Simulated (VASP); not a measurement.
A run of VASP 6.6.1 is set up as follows.

File INCAR:

```
SYSTEM = Mg3CdS2
PREC = Accurate
ENCUT = 520
EDIFF = 1E-7
ISMEAR = 0
SIGMA = 0.1
LREAL = .FALSE.
LASPH = .TRUE.
NELM = 80
ALGO = Normal
ISIF = 2
LWAVE = .FALSE.
LCHARG = .FALSE.
GGA = PE
NBANDS = 42
```

File KPOINTS:

```
regular mesh
0
G
  12 12 2
  0 0 0
```

Contents of POSCAR:

```
Mg3CdS2
1.0
    3.6208567193      0.0000000000      0.0000000000
   -1.8104283597      3.1357539023      0.0000000000
    0.0000000000      0.0000000000     21.5529138625
Mg Cd S
6 2 4
Direct
    0.6666666667      0.3333333333      0.8577108606
    0.0000000000      0.0000000000      0.0000000000
    0.3333333333      0.6666666667      0.1422891394
    0.0000000000      0.0000000000      0.5000000000
    0.3333333333      0.6666666667      0.3577108606
    0.6666666667      0.3333333333      0.6422891394
    0.0000000000      0.0000000000      0.2500000000
    0.0000000000      0.0000000000      0.7500000000
    0.3333333333      0.6666666667      0.9290369348
    0.6666666667      0.3333333333      0.0709630652
    0.3333333333      0.6666666667      0.5709630652
    0.6666666667      0.3333333333      0.4290369348
```

Potentials or basis: VASP PAW PBE potentials, release 64 (Mg, Cd, S).

The run is started by

```sh
$ cat potpaw_PBE.64/Mg/POTCAR potpaw_PBE.64/Cd/POTCAR potpaw_PBE.64/S/POTCAR > POTCAR
$ mpirun -np 1 vasp_std > vasp.out
```

Task: Estimate the pressure.

Result: -0.2 GPa.

Task: Predict the largest force.

Result: 0.011 eV/Å.

Task: Predict the band gap on the k mesh.

Result: Zero (bands 30 and 31 overlap by 0.46 eV).

Forces in eV/Å, atoms in the order of the input:
```
Mg   0.000  0.000  0.011
Mg   0.000  0.000  0.000
Mg   0.000  0.000 -0.011
Mg   0.000  0.000  0.000
Mg   0.000  0.000  0.011
Mg   0.000  0.000 -0.011
Cd   0.000  0.000  0.000
Cd   0.000  0.000  0.000
S    0.000  0.000 -0.001
S    0.000  0.000  0.001
S    0.000  0.000  0.001
S    0.000  0.000 -0.001
```

Caveat: semilocal functionals underestimate gaps, and a narrow one can read as zero.
